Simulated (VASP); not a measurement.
# BeIr (Fm-3m) in VASP: further runs

Runs on BeIr. Level: PBE. Tasks: single point, relaxation of cell and atoms.

All numbers are computed with VASP 6.6.1; they aren't measurements. Logs are shortened: lines on timing, memory, paths and dates and some standing lists are left out, and cuts for length are marked.

## Step 1: The cell of the first run

It takes space group Fm-3m (No. 225, cubic). The conventional cell has a = 4.184 Å, b = 4.184 Å, c = 4.184 Å, α = 90.00°, β = 90.00°, γ = 90.00°. Be (site symmetry m-3m) has 6 Ir at 2.09 Å within 2.8 Å. Within 2.8 Å of Ir (site symmetry m-3m) lie 6 Be at 2.09 Å.

The cell was built from a structure type or drawn by symmetry, and may not be a known phase.

## Step 2: Single point, PBE

INCAR

```
SYSTEM = BeIr
  PREC = Accurate
  ENCUT = 520
  EDIFF = 1E-7
  ISMEAR = 0
  SIGMA = 0.1
  LREAL = .False.
  LASPH = .True.
  NELM = 80
  ALGO = Normal
  ISIF = 2
  LWAVE = .False.
  LCHARG = .True.
  GGA = PE
  LELF = .True.
  LVHAR = .True.
  NBANDS = 12
```

KPOINTS

```
Automatic mesh
0
Gamma
  8 8 8
  0 0 0
```

POSCAR

```
BeIr
1.0
    0.0000000000      2.0921684100      2.0921684100
    2.0921684100      0.0000000000      2.0921684100
    2.0921684100      2.0921684100      0.0000000000
Be Ir
1 1
Direct
    0.5000000000      0.5000000000      0.5000000000
    0.0000000000      0.0000000000      0.0000000000
```

Potentials or basis: VASP PAW PBE potentials, release 64 (Be, Ir).

On the command line:

```console
$ cat potpaw_PBE.64/Be/POTCAR potpaw_PBE.64/Ir/POTCAR > POTCAR
$ mpirun -np 1 vasp_std > vasp.out
```

OUTCAR:

```text
SYSTEM = BeIr
   PREC = Accurate
   ENCUT = 520
   EDIFF = 1E-7
   ISMEAR = 0
   LREAL = .False.
   LASPH = .True.
   NELM = 80
   ISIF = 2
   GGA = PE

 ion  position               nearest neighbor table
   1  0.500  0.500  0.500-   2 2.09   2 2.09   2 2.09   2 2.09   2 2.09   2 2.09
   2  0.000  0.000  0.000-   1 2.09   1 2.09   1 2.09   1 2.09   1 2.09   1 2.09

  LATTYP: Found a face centered cubic cell.
 ALAT       =     4.1843368200

  Lattice vectors:

 A1 = (   0.0000000000,   2.0921684100,   2.0921684100)
 A2 = (   2.0921684100,   0.0000000000,   2.0921684100)
 A3 = (   2.0921684100,   2.0921684100,   0.0000000000)

Analysis of symmetry for initial positions (statically):
=====================================================================
 Subroutine PRICEL returns:
 Original cell was already a primitive cell.

 Routine SETGRP: Setting up the symmetry group for a
 face centered cubic supercell.

 Subroutine GETGRP returns: Found 48 space group operations
 (whereof 48 operations were pure point group operations)
 out of a pool of 48 trial point group operations.

The static configuration has the point symmetry O_h .

Analysis of symmetry for dynamics (positions and initial velocities):
=====================================================================
 Subroutine PRICEL returns:
 Original cell was already a primitive cell.

 Routine SETGRP: Setting up the symmetry group for a
 face centered cubic supercell.

 Subroutine GETGRP returns: Found 48 space group operations
 (whereof 48 operations were pure point group operations)
 out of a pool of 48 trial point group operations.

The dynamic configuration has the point symmetry O_h .

 Subroutine INISYM returns: Found 48 space group operations
 (whereof 48 operations are pure point group operations),
 and found     1 'primitive' translations

----------------------------------------------------------------------------------------

                                     Primitive cell

  volume of cell :      18.3155

  direct lattice vectors                    reciprocal lattice vectors
     0.000000000  2.092168410  2.092168410    -0.238986497  0.238986497  0.238986497
     2.092168410  0.000000000  2.092168410     0.238986497 -0.238986497  0.238986497
     2.092168410  2.092168410  0.000000000     0.238986497  0.238986497 -0.238986497

  length of vectors
     2.958772940  2.958772940  2.958772940     0.413936756  0.413936756  0.413936756

  position of ions in fractional coordinates (direct lattice)
     0.500000000  0.500000000  0.500000000
     0.000000000  0.000000000  0.000000000

  ion indices of the primitive-cell ions
   primitive index   ion index
                 1           1
                 2           2

----------------------------------------------------------------------------------------

 KPOINTS: Automatic mesh

Automatic generation of k-mesh.
 Grid dimensions read from file:
 generate k-points for:    8    8    8

 Generating k-lattice:

  Cartesian coordinates                     Fractional coordinates (reciprocal lattice)
    -0.029873312  0.029873312  0.029873312     0.125000000  0.000000000  0.000000000
     0.029873312 -0.029873312  0.029873312     0.000000000  0.125000000  0.000000000
     0.029873312  0.029873312 -0.029873312     0.000000000  0.000000000  0.125000000

  Length of vectors
     0.051742094  0.051742094  0.051742094

  Shift w.r.t. Gamma in fractional coordinates (k-lattice)
     0.000000000  0.000000000  0.000000000

 Subroutine IBZKPT returns following result:
 ===========================================

 Found     29 irreducible k-points:

 Following reciprocal coordinates:
            Coordinates               Weight
  0.000000  0.000000  0.000000      1.000000
  0.125000  0.000000  0.000000      8.000000
  0.250000  0.000000  0.000000      8.000000
  0.375000  0.000000  0.000000      8.000000
  0.500000  0.000000  0.000000      4.000000
  0.125000  0.125000  0.000000      6.000000
[... 16 lines left out ...]
  0.500000  0.250000  0.125000     48.000000
 -0.375000  0.250000  0.125000     24.000000
 [... further k-points ...]
   k-points           NKPTS =     29   k-points in BZ     NKDIM =     29   number of bands    NBANDS=     12
   number of dos      NEDOS =    301   number of ions     NIONS =      2
   total plane-waves  NPLWV =  13824
   dimension x,y,z NGX =    24 NGY =   24 NGZ =   24
   dimension x,y,z NGXF=    48 NGYF=   48 NGZF=   48
   ions per type =               1   1
   NGX,Y,Z   is equivalent  to a cutoff of  13.48, 13.48, 13.48 a.u.
   NGXF,Y,Z  is equivalent  to a cutoff of  26.97, 26.97, 26.97 a.u.
 SYSTEM =  BeIr
   PREC   = accura    normal or accurate (medium, high low for compatibility)
   ISTART =      0    job   : 0-new  1-cont  2-samecut
   ICHARG =      2    charge: 1-file 2-atom 10-const
   ISPIN  =      1    spin polarized calculation?
   LNONCOLLINEAR =      F non collinear calculations
   LSORBIT =      F    spin-orbit coupling
   LASPH  =      T    aspherical Exc in radial PAW
   ENCUT  =  520.0 eV  38.22 Ry    6.18 a.u.   5.50  5.50  5.50*2*pi/ulx,y,z
   NELM   =     80;   NELMIN=  2; NELMDL= -5     # of ELM steps
   EDIFF  = 0.1E-06   stopping-criterion for ELM
   LREAL  =      F    real-space projection
   EDIFFG = 0.1E-05   stopping-criterion for IOM
   NSW    =      0    number of steps for IOM
   IBRION =     -1    ionic relax: 0-MD 1-quasi-New 2-CG
   NFREE  =      0    steps in history (QN), initial steepest desc. (CG)
   ISIF   =      2    stress and relaxation
   ISYM   =      2    0-nonsym 1-usesym 2-fastsym
   POTIM  = 0.5000    time-step for ionic-motion
   TEBEG  =    0.0;   TEEND  =   0.0 temperature during run
   PSTRESS=    0.0 pullay stress
   NELECT =      11.0000    total number of electrons
   NUPDOWN=      -1.0000    fix difference up-down
   EMIN   =  10.00;   EMAX   =-10.00  energy-range for DOS
   EFERMI =   0.00;   METHOD = LEGACY
   ISMEAR =     0;   SIGMA  =   0.10  broadening in eV -4-tet -1-fermi 0-gaus
   EFERMI_NEDOS =   21; number of points for ismear=-14 and -15
   IALGO  =     38    algorithm
   IMIX   =      4    mixing-type and parameters
     AMIX     =   0.40;   BMIX     =  1.00
     AMIX_MAG =   1.60;   BMIX_MAG =  1.00
  volume/ion in A,a.u.               =       9.16        61.80
  Fermi-wavevector in a.u.,A,eV,Ry     =   1.381229  2.610145 25.957115  1.907794
  Thomas-Fermi vector in A             =   2.506033
   LORBIT       =      0    0 simple, 1 ext, 2 COOP (PROOUT), +10 PAW based schemes
   GGA     = PE    functional components
   LHFCALC =     F    Hartree Fock is set to
   AEXX    =    0.0000 exact exchange contribution
   IVDW    =     0    specifies the selected vdW correction
   LEPSILON=     F    determine dielectric tensor
   LRPA    =     F    only Hartree local field effects (RPA)
 non-spin polarized calculation
 Gauss-broadening in eV      SIGMA  =   0.10
  energy-cutoff  :      520.00
  volume of cell :       18.32
 maximum number of plane-waves:       531
 NGX is ok and might be reduce to    24
   NGX = 11   NGY = 11   NGZ = 11

 number of electron      11.0000001 magnetization

 Free energy of the ion-electron system (eV)
  ---------------------------------------------------
  ext. energy  EPLUGINS =         0.00000000
  ---------------------------------------------------
  free energy    TOTEN  =       -11.08669851 eV

  energy without entropy =      -11.07288522  energy(sigma->0) =      -11.07979187

 E-fermi :  11.4991     XC(G=0): -13.6732

 val. band max:       11.4966196348   @ k =  -0.2500   0.5000   0.2500
 cond. band min:      11.5010781285   @ k =   0.5000   0.2500   0.1250
 fundamental gap:      0.0044584937
 Fermi energy:        11.4990642461

 k-point     1 :       0.0000    0.0000    0.0000
  band No.  band energies     occupation
      1      -0.8377      2.00000
      2       7.2052      2.00000
      3       7.2052      2.00000
      4       7.2052      2.00000
      5       8.6423      2.00000
      6       8.6423      2.00000
      7      17.6920      0.00000
      8      17.6920      0.00000
      9      17.6920      0.00000
     10      23.0971      0.00000
     11      35.4062      0.00000
     12      35.6163      0.00000

 k-point     2 :       0.1250    0.0000    0.0000
  band No.  band energies     occupation
      1      -0.3728      2.00000
      2       6.8157      2.00000
      3       7.2998      2.00000
      4       7.2998      2.00000
      5       8.3327      2.00000
      6       8.3327      2.00000
      7      17.6460      0.00000
      8      18.8186      0.00000
      9      18.8186      0.00000
     10      23.8751      0.00000
     11      32.1845      0.00000
     12      33.6590      0.00000

 k-point     3 :       0.2500    0.0000    0.0000
  band No.  band energies     occupation
      1       0.7805      2.00000
      2       6.2622      2.00000
      3       6.6272      2.00000
      4       6.6272      2.00000
      5       8.9037      2.00000
      6       8.9037      2.00000
      7      17.0384      0.00000
      8      21.4088      0.00000
      9      21.4088      0.00000
     10      24.1855      0.00000
     11      29.8754      0.00000
     12      29.8754      0.00000

 k-point     4 :       0.3750    0.0000    0.0000
  band No.  band energies     occupation
      1       1.7673      2.00000
      2       5.8389      2.00000
      3       5.8389      2.00000
      4       6.7062      2.00000
      5      10.0563      2.00000
      6      10.0563      2.00000
      7      15.1431      0.00000
      8      22.7122      0.00000
      9      24.0921      0.00000
     10      24.0921      0.00000
     11      26.7067      0.00000
     12      26.7067      0.00000

 k-point     5 :       0.5000    0.0000    0.0000
  band No.  band energies     occupation
      1       2.0117      2.00000
      2       5.5438      2.00000
      3       5.5438      2.00000
      4       7.6201      2.00000
      5      10.6506      2.00000
      6      10.6506      2.00000
      7      13.5778      0.00000
      8      22.2275      0.00000
      9      24.7434      0.00000
     10      24.7434      0.00000
     11      26.0602      0.00000
     12      26.0602      0.00000
[... 228 lines left out ...]
      1       2.9701      2.00000
      2       4.5042      2.00000
      3       7.7480      2.00000
      4      10.2033      2.00000
      5      11.4914      1.08686
      6      11.4914      1.08686
      7      13.7932      0.00000
      8      13.7932      0.00000
      9      16.1450      0.00000
     10      28.3973      0.00000
     11      29.8217      0.00000
     12      32.7620      0.00000

 k-point    22 :       0.3750    0.2500    0.1250
  band No.  band energies     occupation
      1       1.9226      2.00000
      2       5.6154      2.00000
      3       5.6253      2.00000
      4       7.3511      2.00000
      5       8.6164      2.00000
      6      10.3668      2.00000
      7      17.8332      0.00000
      8      17.8473      0.00000
      9      24.2286      0.00000
     10      25.9578      0.00000
     11      26.0697      0.00000
     12      29.2000      0.00000

 k-point    23 :       0.5000    0.2500    0.1250
  band No.  band energies     occupation
      1       3.0747      2.00000
      2       5.0630      2.00000
      3       5.6944      2.00000
      4       6.8029      2.00000
      5       9.7830      2.00000
      6      11.5011      0.97728
      7      15.1676      0.00000
      8      18.6277      0.00000
      9      23.1619      0.00000
     10      25.4488      0.00000
     11      27.4909      0.00000
     12      28.9501      0.00000

 k-point    24 :      -0.3750    0.2500    0.1250
  band No.  band energies     occupation
      1       3.3680      2.00000
      2       4.8815      2.00000
      3       6.3686      2.00000
      4       6.4241      2.00000
      5      10.4801      2.00000
      6      12.3741      0.00000
      7      13.0064      0.00000
      8      19.8260      0.00000
      9      21.5728      0.00000
     10      24.8330      0.00000
     11      28.2128      0.00000
     12      30.4179      0.00000

 [... further k-points ...]

------------------------ aborting loop because EDIFF is reached ----------------------------------------

  FORCE on cell =-STRESS in cart. coord.  units (eV):
  Direction    XX          YY          ZZ          XY          YZ          ZX
  --------------------------------------------------------------------------------------
  -------------------------------------------------------------------------------------
  Total       10.5664950     10.5664950     10.5664950      0.0000000      0.0000000     -0.0000000
  in kB      924.3184425    924.3184425    924.3184425      0.0000000      0.0000000     -0.0000000
  external PRESSURE =     924.3184425 kB  Pullay stress =       0.0000000 kB

 VOLUME and BASIS-vectors are now :
 -----------------------------------------------------------------------------
  energy-cutoff  :      520.00
  volume of cell :       18.32
      direct lattice vectors                 reciprocal lattice vectors
     0.000000000  2.092168410  2.092168410    -0.238986497  0.238986497  0.238986497
     2.092168410  0.000000000  2.092168410     0.238986497 -0.238986497  0.238986497
     2.092168410  2.092168410  0.000000000     0.238986497  0.238986497 -0.238986497

 POSITION                                       TOTAL-FORCE (eV/Angst)
 -----------------------------------------------------------------------------------
      2.09217      2.09217      2.09217         0.000000      0.000000      0.000000
      0.00000      0.00000      0.00000         0.000000     -0.000000      0.000000
 -----------------------------------------------------------------------------------
    total drift:                                0.000000     -0.000000     -0.000000

  FREE ENERGIE OF THE ION-ELECTRON SYSTEM (eV)
  ---------------------------------------------------
  free  energy   TOTEN  =       -11.0866985139 eV

  energy  without entropy=      -11.0728852163  energy(sigma->0) =      -11.07979187
```

Run time: 8.3 s. Hardware: 1 thread of Intel Xeon Platinum 8488C (Sapphire Rapids), shared host; peak memory 0.14 GiB.

Results:

```yaml
Free_energy: -11.0867 eV
Pressure: 92.4 GPa
Band_gap_on_the_k_mesh: zero (an odd number of electrons rules out a gap without spin polarisation)
```

Caveat: the cell stands under pressure; spin-orbit coupling is left out, which moves the levels of the heavy elements.

## Step 3: Single point, PBE

This run uses another cell than the first one, of 11.88 Å³/atom.

INCAR

```
SYSTEM = BeIr
PREC = Accurate
ENCUT = 520
EDIFF = 1E-6
ISMEAR = 0
SIGMA = 0.1
LREAL = .False.
LASPH = .True.
NELM = 60
ALGO = Normal
ISIF = 2
LWAVE = .False.
LCHARG = .False.
GGA = PE
NBANDS = 12
```

KPOINTS is that of step 2.

POSCAR

```
BeIr
1.0
    0.0000000000      2.2818082612      2.2818082612
    2.2818082612      0.0000000000      2.2818082612
    2.2818082612      2.2818082612      0.0000000000
Be Ir
1 1
Direct
    0.5000000000      0.5000000000      0.5000000000
    0.0000000000      0.0000000000      0.0000000000
```

Potentials or basis: VASP PAW PBE potentials, release 64 (Be, Ir).

On the command line:

```console
$ cat potpaw_PBE.64/Be/POTCAR potpaw_PBE.64/Ir/POTCAR > POTCAR
$ mpirun -np 1 vasp_std > vasp.out
```

Wall time 7.6 s (1 thread of Intel Xeon Platinum 8488C (Sapphire Rapids), shared host); peak memory 0.14 GiB.

The run converged. Its results:

```
Free energy            : -12.3378 eV
Pressure               : 0.5 GPa
Band gap on the k mesh : zero (an odd number of electrons rules out a gap without spin polarisation)
```

Levels at points of the mesh, in eV from the Fermi level:
| k point | band 3 | band 4 | band 5 | band 6 | band 7 | band 8 | band 9 | band 10 |
| --- | --- | --- | --- | --- | --- | --- | --- | --- |
| (0.00, 0.00, 0.00) | -2.79 | -2.79 | -1.93 | -1.93 | 6.19 | 6.19 | 6.19 | 12.01 |
| (0.50, 0.00, 0.00) | -4.05 | -3.21 | -0.56 | -0.56 | 1.36 | 10.35 | 11.84 | 11.84 |
| (0.50, 0.50, 0.00) | -2.56 | -0.91 | 0.00 | 0.00 | 2.59 | 2.59 | 3.10 | 12.63 |

Caveat: spin-orbit coupling is left out, which moves the levels of the heavy elements.

## Step 4: Single point, PBE, collinear spin

This run uses another cell than the first one, of 11.88 Å³/atom.

INCAR

```
SYSTEM = BeIr
ALGO = Normal
EDIFF = 1E-6
ENCUT = 520
GGA = PE
ISIF = 2
ISMEAR = 0
ISPIN = 2
LASPH = .TRUE.
LCHARG = .TRUE.
LELF = .TRUE.
LMAXMIX = 4
LORBIT = 11
LREAL = .FALSE.
LVHAR = .TRUE.
LWAVE = .FALSE.
MAGMOM = 0 1
NBANDS = 16
NELM = 150
PREC = Accurate
SIGMA = 0.1
```

KPOINTS

```
k-points
0
G
  6 6 6
  0 0 0
```

POSCAR is that of step 3.

On the command line:

```console
$ cat potpaw_PBE.64/Be/POTCAR potpaw_PBE.64/Ir/POTCAR > POTCAR
$ mpirun -np 1 vasp_std > vasp.out
```

Run time: 13 s. Hardware: 1 thread of Intel Xeon Platinum 8488C (Sapphire Rapids), shared host; peak memory 0.15 GiB.

The run converged. Its results:

| Property | Result |
| --- | --- |
| Free energy | -12.3058 eV |
| Pressure | 1.1 GPa |
| Net moment | 0.41 μB per cell |
| Site moments | Be +0.01; Ir +0.40 μB |
| Valence electrons inside the program's atomic spheres | Be 1.22; Ir 8.34 |

Levels at points of the mesh, in eV from the Fermi level:
Spin up:
```
           k point  band 3  band 4  band 5  band 6  band 7  band 8  band 9  band 10
(0.00, 0.00, 0.00)   -2.92   -2.92   -2.02   -2.02    6.20    6.20    6.20    12.02
(0.50, 0.00, 0.00)   -4.12   -3.21   -0.70   -0.70    1.24   10.35   11.81    11.81
(0.50, 0.50, 0.00)   -2.56   -1.01   -0.16   -0.16    2.59    2.59    3.03    12.60
```
Spin down:
```
           k point  band 2  band 3  band 4  band 5  band 6  band 7  band 8  band 9
(0.00, 0.00, 0.00)   -2.65   -2.65   -2.65   -1.83   -1.83    6.23    6.23    6.23
(0.50, 0.00, 0.00)   -3.95   -3.95   -3.17   -0.41   -0.41    1.49   10.39   11.91
(0.50, 0.50, 0.00)   -4.50   -2.51   -0.81    0.16    0.16    2.64    2.64    3.21
```

Caveat: the k points lie up to 0.40 Å⁻¹ apart; spin-orbit coupling is left out, which moves the levels of the heavy elements.

(Part 1 of 2 ends here.)
